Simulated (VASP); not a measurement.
Write the native input for VASP 6.6.1 that does the following.

```
Task                   : single point
Functional             : r2SCAN
Potentials or basis    : VASP PAW PBE potentials, release 64 (Sn_d)
Cutoff                 : 520 eV
k mesh                 : 12 × 12 × 12
Occupations            : fermi-dirac, width 0.1 eV
Spin                   : no spin polarisation
Dipole correction      : no
Further INCAR settings : ALGO = Normal; EDIFF = 1e-07; NBANDS = 13
```

The system is Sn.

```
CELL_PARAMETERS angstrom
2.96827 0.00000 0.00000
0.00000 2.96827 0.00000
0.00000 0.00000 2.96827
ATOMIC_POSITIONS crystal
Sn 0.00000 0.00000 0.00000
```

This cell differs from its parent crystal: volume scaled by 0.92.

One way to write it, as run:

POSCAR

```
Sn
1.0
    2.9682736035      0.0000000000      0.0000000000
    0.0000000000      2.9682736035      0.0000000000
    0.0000000000      0.0000000000      2.9682736035
Sn
1
Direct
    0.0000000000      0.0000000000      0.0000000000
```

INCAR.step1

```
  PREC = Accurate
  ENCUT = 520
  ISMEAR = -1
  SIGMA = 0.1
  LREAL = False
  LASPH = True
  NELM = 100
  NBANDS = 13
  GGA = PE
  ALGO = Normal
  EDIFF = 1E-4
  LWAVE = True
  LCHARG = False
```

INCAR.step2

```
  PREC = Accurate
  ENCUT = 520
  EDIFF = 1E-7
  ISMEAR = -1
  SIGMA = 0.1
  LREAL = False
  LASPH = True
  NELM = 100
  ALGO = Normal
  ISIF = 2
  LWAVE = False
  LCHARG = False
  METAGGA = R2SCAN
  LMIXTAU = True
  NBANDS = 13
  ISTART = 1
```

KPOINTS

```
regular mesh
0
Gamma
  12 12 12
```

Potentials or basis: VASP PAW PBE potentials, release 64 (Sn_d).

Launch:

```bash
$ cat potpaw_PBE.64/Sn_d/POTCAR > POTCAR
$ cp INCAR.step1 INCAR
$ mpirun -np 1 vasp_std > vasp.out
$ cp INCAR.step2 INCAR
$ mpirun -np 1 vasp_std > vasp.out
```

It gave:

```json
{
  "Pressure": "5.8 GPa",
  "Band gap on the k mesh": "zero (band 7 reaches 14.34 eV, above the bottom of band 8 at 5.65 eV)"
}
```

Caveat: the PAW data sets were made with another functional, which shifts forces and pressure a little; spin-orbit coupling is left out, which moves the levels of the heavy elements.

Run time: 48 s on 1 thread of AMD EPYC 9R45 96-Core Processor (Zen 5), with other jobs on the host, peak memory 0.13 GiB.
